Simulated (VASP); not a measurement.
# Rb2H3 (P-6m2) in VASP: notebook

Rb2H3 is run at these levels: PBE; tasks: single point, relaxation of cell and atoms.

Everything below comes from runs of VASP 6.6.1. Logs are shortened: lines on timing, memory, paths and dates and some standing lists are left out, and cuts for length are marked.

## Step 1: The cell of the first run

The structure is hexagonal, space group P-6m2 (No. 187). Conventional cell: a = 5.136 Å, b = 5.136 Å, c = 13.424 Å, α = 90.00°, β = 90.00°, γ = 120.00°. Within 3.3 Å of Rb (site symmetry 3m) lie 1 H at 2.49 Å. H (site symmetry 3m) has 1 H at 0.75 Å within 1.0 Å. Within 3.3 Å of H (site symmetry -6m2) lie 2 Rb at 2.49 Å.

The cell was generated, and may not be a known phase.

## Step 2: Single point, PBE

File INCAR:

```
SYSTEM = Rb2H3
ALGO = Normal ; EDIFF = 1E-6
ENCUT = 520 ; GGA = PE
ISIF = 2 ; ISMEAR = 0
LASPH = .TRUE. ; LCHARG = .TRUE.
LELF = .TRUE. ; LREAL = .FALSE.
LVHAR = .TRUE. ; LWAVE = .FALSE.
NBANDS = 18 ; NELM = 60
PREC = Accurate ; SIGMA = 0.1
```

File KPOINTS:

```
k-points
0
G
  6 6 2
  0 0 0
```

File POSCAR:

```
Rb2H3
1.0
    5.1356162483     -0.0000000037      0.0000000000
   -2.5678081209      4.4475741370      0.0000000000
    0.0000000000      0.0000000000     13.4239368159
Rb H
2 3
Direct
    0.6666666667      0.3333333333      0.1857695640
    0.6666666667      0.3333333333      0.8142304360
    0.0000000000      0.0000000000      0.4718965026
    0.0000000000      0.0000000000      0.5281034974
    0.6666666667      0.3333333333      0.0000000000
```

Potentials or basis: VASP PAW PBE potentials, release 64 (Rb_sv, H).

Started as:

```bash
> cat potpaw_PBE.64/Rb_sv/POTCAR potpaw_PBE.64/H/POTCAR > POTCAR
> mpirun -np 1 vasp_std > vasp.out
```

OUTCAR:

```text
SYSTEM = Rb2H3
   EDIFF = 1E-6
   ENCUT = 520
   GGA = PE
   ISIF = 2
   ISMEAR = 0
   LASPH = .TRUE.
   LREAL = .FALSE.
   NELM = 60
   PREC = Accurate

 ion  position               nearest neighbor table
   1  0.667  0.333  0.186-   5 2.49   2 4.99
   2  0.667  0.333  0.814-   5 2.49   1 4.99
   3  0.000  0.000  0.472-   4 0.75
   4  0.000  0.000  0.528-   3 0.75
   5  0.667  0.333  0.000-   1 2.49   2 2.49

  LATTYP: Found a hexagonal cell.
 ALAT       =     5.1356162483
 C/A-ratio  =     2.6138901676

  Lattice vectors:

 A1 = (   5.1356162483,  -0.0000000037,   0.0000000000)
 A2 = (  -2.5678081209,   4.4475741370,   0.0000000000)
 A3 = (   0.0000000000,   0.0000000000,  13.4239368159)

Analysis of symmetry for initial positions (statically):
=====================================================================
 Subroutine PRICEL returns:
 Original cell was already a primitive cell.

 Routine SETGRP: Setting up the symmetry group for a
 hexagonal supercell.

 Subroutine GETGRP returns: Found 12 space group operations
 (whereof 12 operations were pure point group operations)
 out of a pool of 24 trial point group operations.

The static configuration has the point symmetry D_3h.

Analysis of symmetry for dynamics (positions and initial velocities):
=====================================================================
 Subroutine PRICEL returns:
 Original cell was already a primitive cell.

 Routine SETGRP: Setting up the symmetry group for a
 hexagonal supercell.

 Subroutine GETGRP returns: Found 12 space group operations
 (whereof 12 operations were pure point group operations)
 out of a pool of 24 trial point group operations.

The dynamic configuration has the point symmetry D_3h.

 Subroutine INISYM returns: Found 12 space group operations
 (whereof 12 operations are pure point group operations),
 and found     1 'primitive' translations

----------------------------------------------------------------------------------------

                                     Primitive cell

  volume of cell :     306.6166

  direct lattice vectors                    reciprocal lattice vectors
[... 80 lines left out ...]
   ENCUT  =  520.0 eV  38.22 Ry    6.18 a.u.   9.55  9.55 24.96*2*pi/ulx,y,z
   NELM   =     60;   NELMIN=  2; NELMDL= -5     # of ELM steps
   EDIFF  = 0.1E-05   stopping-criterion for ELM
   LREAL  =      F    real-space projection
   EDIFFG = 0.1E-04   stopping-criterion for IOM
   NSW    =      0    number of steps for IOM
   IBRION =     -1    ionic relax: 0-MD 1-quasi-New 2-CG
   NFREE  =      0    steps in history (QN), initial steepest desc. (CG)
   ISIF   =      2    stress and relaxation
   ISYM   =      2    0-nonsym 1-usesym 2-fastsym
   POTIM  = 0.5000    time-step for ionic-motion
   TEBEG  =    0.0;   TEEND  =   0.0 temperature during run
   PSTRESS=    0.0 pullay stress
   NELECT =      21.0000    total number of electrons
   NUPDOWN=      -1.0000    fix difference up-down
   EMIN   =  10.00;   EMAX   =-10.00  energy-range for DOS
   EFERMI =   0.00;   METHOD = LEGACY
   ISMEAR =     0;   SIGMA  =   0.10  broadening in eV -4-tet -1-fermi 0-gaus
   EFERMI_NEDOS =   21; number of points for ismear=-14 and -15
   IALGO  =     38    algorithm
   IMIX   =      4    mixing-type and parameters
     AMIX     =   0.40;   BMIX     =  1.00
     AMIX_MAG =   1.60;   BMIX_MAG =  1.00
  volume/ion in A,a.u.               =      61.32       413.83
  Fermi-wavevector in a.u.,A,eV,Ry     =   0.669807  1.265751  6.104128  0.448641
  Thomas-Fermi vector in A             =   1.745133
   LORBIT       =      0    0 simple, 1 ext, 2 COOP (PROOUT), +10 PAW based schemes
   GGA     = PE    functional components
   LHFCALC =     F    Hartree Fock is set to
   AEXX    =    0.0000 exact exchange contribution
   IVDW    =     0    specifies the selected vdW correction
   LEPSILON=     F    determine dielectric tensor
   LRPA    =     F    only Hartree local field effects (RPA)
 non-spin polarized calculation
 Gauss-broadening in eV      SIGMA  =   0.10
  energy-cutoff  :      520.00
  volume of cell :      306.62
 maximum number of plane-waves:      8353
 NGX is ok and might be reduce to    40
   NGX = 19   NGY = 19   NGZ = 49

 number of electron      21.0000001 magnetization

 Free energy of the ion-electron system (eV)
  ---------------------------------------------------
  ext. energy  EPLUGINS =         0.00000000
  ---------------------------------------------------
  free energy    TOTEN  =       -11.26181685 eV

  energy without entropy =      -11.25165589  energy(sigma->0) =      -11.25673637

 E-fermi :  -0.8510     XC(G=0):  -4.3316

 val. band max:       -0.9057562626   @ k =   0.1667   0.1667   0.0000
 cond. band min:      -0.8505319124   @ k =   0.1667   0.1667   0.5000
 fundamental gap:      0.0552243502
 Fermi energy:        -0.8509503865

 k-point     1 :       0.0000    0.0000    0.0000
  band No.  band energies     occupation
      1     -29.5987      2.00000
      2     -29.5976      2.00000
      3     -13.7275      2.00000
      4     -13.7275      2.00000
      5     -13.7254      2.00000
      6     -13.7254      2.00000
[... 271 lines left out ...]
      5     -13.7670      2.00000
      6     -13.7670      2.00000
[... 10 lines left out ...]
     17       1.7327      0.00000
     18       1.9870      0.00000

------------------------ aborting loop because EDIFF is reached ----------------------------------------

  FORCE on cell =-STRESS in cart. coord.  units (eV):
  Direction    XX          YY          ZZ          XY          YZ          ZX
  --------------------------------------------------------------------------------------
  -------------------------------------------------------------------------------------
  Total       -0.0631149     -0.0631149      0.0950060     -0.0000000      0.0000000     -0.0000000
  in kB       -0.3297969     -0.3297969      0.4964391     -0.0000000      0.0000000     -0.0000000
  external PRESSURE =      -0.0543849 kB  Pullay stress =       0.0000000 kB

 VOLUME and BASIS-vectors are now :
 -----------------------------------------------------------------------------
  energy-cutoff  :      520.00
  volume of cell :      306.62
      direct lattice vectors                 reciprocal lattice vectors
     5.135616248 -0.000000004  0.000000000     0.194718599  0.112420835  0.000000000
    -2.567808121  4.447574137  0.000000000     0.000000000  0.224841671  0.000000000
     0.000000000  0.000000000 13.423936816     0.000000000  0.000000000  0.074493795

 POSITION                                       TOTAL-FORCE (eV/Angst)
 -----------------------------------------------------------------------------------
      2.56781      1.48252      2.49376        -0.000000     -0.000000      0.002142
      2.56781      1.48252     10.93018         0.000000      0.000000     -0.002142
      0.00000      0.00000      6.33471         0.000000     -0.000000      0.026506
      0.00000      0.00000      7.08923         0.000000     -0.000000     -0.026506
      2.56781      1.48252      0.00000         0.000000     -0.000000      0.000000
 -----------------------------------------------------------------------------------
    total drift:                               -0.000000      0.000000      0.000000

  FREE ENERGIE OF THE ION-ELECTRON SYSTEM (eV)
  ---------------------------------------------------
  free  energy   TOTEN  =       -11.2618168499 eV

  energy  without entropy=      -11.2516558851  energy(sigma->0) =      -11.25673637
```

OSZICAR:

```text
N       E                     dE             d eps       ncg     rms          rms(c)
DAV:   1     0.137762828065E+03    0.13776E+03   -0.73254E+03   504   0.819E+02
DAV:   2     0.576757538368E+01   -0.13200E+03   -0.12982E+03   592   0.180E+02
DAV:   3    -0.112813296475E+02   -0.17049E+02   -0.17015E+02   576   0.672E+01
DAV:   4    -0.135824600491E+02   -0.23011E+01   -0.22993E+01   988   0.167E+01
DAV:   5    -0.135966665649E+02   -0.14207E-01   -0.14206E-01   636   0.175E+00    0.690E+00
DAV:   6    -0.118294403714E+02    0.17672E+01   -0.20447E+00   542   0.406E+00    0.364E+00
DAV:   7    -0.112423606680E+02    0.58708E+00   -0.28911E+00   548   0.419E+00    0.131E+00
DAV:   8    -0.112927506643E+02   -0.50390E-01   -0.50190E-01   550   0.149E+00    0.722E-01
DAV:   9    -0.112607226714E+02    0.32028E-01   -0.10575E-01   558   0.882E-01    0.197E-01
DAV:  10    -0.112605900616E+02    0.13261E-03   -0.42653E-02   632   0.491E-01    0.171E-01
DAV:  11    -0.112615838920E+02   -0.99383E-03   -0.51261E-03   586   0.202E-01    0.583E-02
DAV:  12    -0.112617322017E+02   -0.14831E-03   -0.69971E-04   632   0.885E-02    0.161E-02
DAV:  13    -0.112617938451E+02   -0.61643E-04   -0.19169E-04   562   0.441E-02    0.176E-02
DAV:  14    -0.112618116511E+02   -0.17806E-04   -0.55372E-05   574   0.244E-02    0.332E-03
DAV:  15    -0.112618155480E+02   -0.38969E-05   -0.53350E-06   506   0.852E-03    0.180E-03
DAV:  16    -0.112618167534E+02   -0.12054E-05   -0.23695E-06   426   0.549E-03    0.105E-03
DAV:  17    -0.112618168499E+02   -0.96506E-07   -0.13269E-07   448   0.147E-03
   1 F= -.11261817E+02 E0= -.11256736E+02  d E =-.101610E-01
```

Run time: 71 s. Hardware: 1 thread of AMD EPYC 9R45 (Zen 5), shared host; peak memory 0.39 GiB.

What came out:

- Free energy: -11.2618 eV
- Pressure: 0.0 GPa
- Largest force: 0.027 eV/Å
- Band gap on the k mesh: zero (an odd number of electrons rules out a gap without spin polarisation)

Forces on the atoms (eV/Å):
```
Rb   0.000  0.000  0.002
Rb   0.000  0.000 -0.002
H    0.000  0.000  0.027
H    0.000  0.000 -0.027
H    0.000  0.000  0.000
```

Caveat: an odd number of electrons without spin polarisation forces a metal; a magnetic or distorted state may lie lower.

## Step 3: Relaxation of cell and atoms, PBE

This run uses another cell than the first one, of 21.20 Å³/atom.

File INCAR:

```
PREC     = Accurate       # precision mode
ENCUT    = 600            # plane-wave cutoff, eV
EDIFF    = 1E-6           # SCF threshold, eV
ISMEAR   = 0              # smearing method
SIGMA    = 0.1            # smearing width, eV
LREAL    = F              # projectors in reciprocal space
LASPH    = T              # aspherical terms in the spheres
NELM     = 60             # most SCF steps
ALGO     = Normal         # electronic algorithm
ISIF     = 3              # what is computed and relaxed
LWAVE    = F              # write WAVECAR
LCHARG   = F              # write CHGCAR
GGA      = PE             # functional
IBRION   = 2              # ionic algorithm
NSW      = 90             # ionic steps
EDIFFG   = -0.04          # ionic threshold
```

File KPOINTS:

```
Automatic mesh
0
Gamma
  6 6 2
```

File POSCAR:

```
Rb2H3
1.0
    3.9670719900      0.0000000000      0.0000000000
   -1.9835359900      3.4355851200      0.0000000000
    0.0000000000      0.0000000000      7.7780381300
Rb H
2 3
Direct
    0.6666666700      0.3333333300      0.3116585200
    0.6666666700      0.3333333300      0.6883414800
    0.0000000000      0.0000000000      0.4246133500
    0.0000000000      0.0000000000      0.5753866500
    0.6666666700      0.3333333300      0.0000000000
```

Potentials or basis: VASP PAW PBE potentials, release 64 (Rb_sv, H).

Started as:

```bash
> cat potpaw_PBE.64/Rb_sv/POTCAR potpaw_PBE.64/H/POTCAR > POTCAR
> mpirun -np 1 vasp_std > vasp.out
```

Run time: 9.5 min. Hardware: 1 thread of AMD EPYC 9R45 (Zen 5), shared host; peak memory 0.22 GiB.

It converged, with:

| Quantity | Value |
| --- | --- |
| Free energy | -11.0635 eV |
| Relaxed volume | 50.67 Å³/atom |
| Relaxed cell | a = 4.909 Å, b = 4.909 Å, c = 12.141 Å, α = 90.00°, β = 90.00°, γ = 120.00° |
| Space group after relaxing (to 0.1 Å) | P-6m2 (No. 187) |
| Pressure after relaxing | 0.0 GPa |
| Largest force after relaxing | 0.025 eV/Å |
| Band gap on the k mesh | zero (an odd number of electrons rules out a gap without spin polarisation) |

Forces on the atoms (eV/Å):
```
Rb   0.000  0.000  0.016
Rb   0.000  0.000 -0.016
H    0.000  0.000 -0.025
H    0.000  0.000  0.025
H    0.000  0.000  0.000
```

Final structure:
```
Rb H
1.0
     4.90857    0.00000    0.00000
    -2.45429    4.25095    0.00000
     0.00000    0.00000   12.14064
Rb H
2 3
Direct
  0.66667 0.33333 0.20344
  0.66667 0.33333 0.79656
  0.00000 0.00000 0.46903
  0.00000 0.00000 0.53097
  0.66667 0.33333 0.00000
```

Levels at points of the mesh, in eV from the Fermi level:
```csv
k point,band 7,band 8,band 9,band 10,band 11,band 12,band 13,band 14
"(0.00, 0.00, 0.00)",-12.74,-12.68,-8.29,-2.15,-0.89,-0.32,1.75,2.10
"(0.50, 0.00, 0.00)",-12.72,-12.66,-8.22,-1.57,0.91,0.97,1.36,1.42
"(0.00, 0.00, 0.50)",-12.74,-12.68,-8.28,-2.17,-0.73,-0.48,1.84,1.96
"(0.50, 0.00, 0.50)",-12.72,-12.66,-8.22,-1.56,0.81,0.98,1.35,1.50
```

Caveat: the k points lie up to 0.26 Å⁻¹ apart in the final cell, too coarse for converged energies and pressures of a metal; the volume moved by over 15 % at a fixed basis, so the end points are rough; an odd number of electrons without spin polarisation forces a metal; a magnetic or distorted state may lie lower.

[end of part 1 of 2]

The gap in the log of VASP goes by the Fermi energy; the results here count the filled bands.